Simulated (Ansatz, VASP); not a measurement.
**One calculation of Ba, two programs**

```
Ba
1.0
    -2.52130    2.52130    2.52130
     2.52130   -2.52130    2.52130
     2.52130    2.52130   -2.52130
Ba
1
Direct
  0.00000 0.00000 0.00000
```

Alike in both runs: task single point; functional PBE; k mesh 12 × 12 × 12; occupations gaussian, width 0.1 eV; no spin polarisation.

|  | VASP | Ansatz |
| --- | --- | --- |
| version | VASP 6.6.1 | Ansatz 0.2.0 |
| potentials or method | VASP PAW PBE potentials, release 64 (Ba_sv), cutoff 520 eV | scalar-relativistic, plane waves, PAW |
| valence electrons in the cell | 10 | 10 |

|  | VASP | Ansatz | Ansatz less VASP |
| --- | --- | --- | --- |
| gap on the k mesh at the Fermi level (eV) | none | none | - |
| pressure (GPa) | -0.1 | -0.1 | -0.05 |

A gap of «none» marks a metal or a gap that the smearing closes. With one functional, cell and mesh, what is left measures potentials, basis and numerics.

Spin-orbit coupling is off throughout.
